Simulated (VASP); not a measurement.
Here is a VASP 6.6.1 calculation.

Contents of INCAR:

```
SYSTEM = W
ALGO = Normal
EDIFF = 1E-6
ENCUT = 520
GGA = RE
ISIF = 2
ISMEAR = -1
LASPH = .TRUE.
LCHARG = .FALSE.
LREAL = .FALSE.
LWAVE = .FALSE.
NBANDS = 13
NELM = 100
PREC = Accurate
SIGMA = 0.1
```

Contents of KPOINTS:

```
k-points
0
G
  23 23 23
  0 0 0
```

The input POSCAR:

```
W
1.0
   -1.6179765060      1.6179765060      1.6179765060
    1.6179765060     -1.6179765060      1.6179765060
    1.6179765060      1.6179765060     -1.6179765060
W
1
Direct
    0.0000000000      0.0000000000      0.0000000000
```

Potentials or basis: VASP PAW PBE potentials, release 64 (W_sv).

Launch:

```console
$ cat potpaw_PBE.64/W_sv/POTCAR > POTCAR
$ mpirun -np 1 vasp_std > vasp.out
```

(1) Predict the band gap on the k mesh.

(2) What does it give for the pressure?

Results:

(1) zero (band 7 reaches 15.05 eV, above the bottom of band 8 at 9.45 eV).

(2) -10.6 GPa.

Caveat: the PAW data sets were made with another functional, which shifts forces and pressure a little; spin-orbit coupling is left out, which moves the levels of the heavy elements.
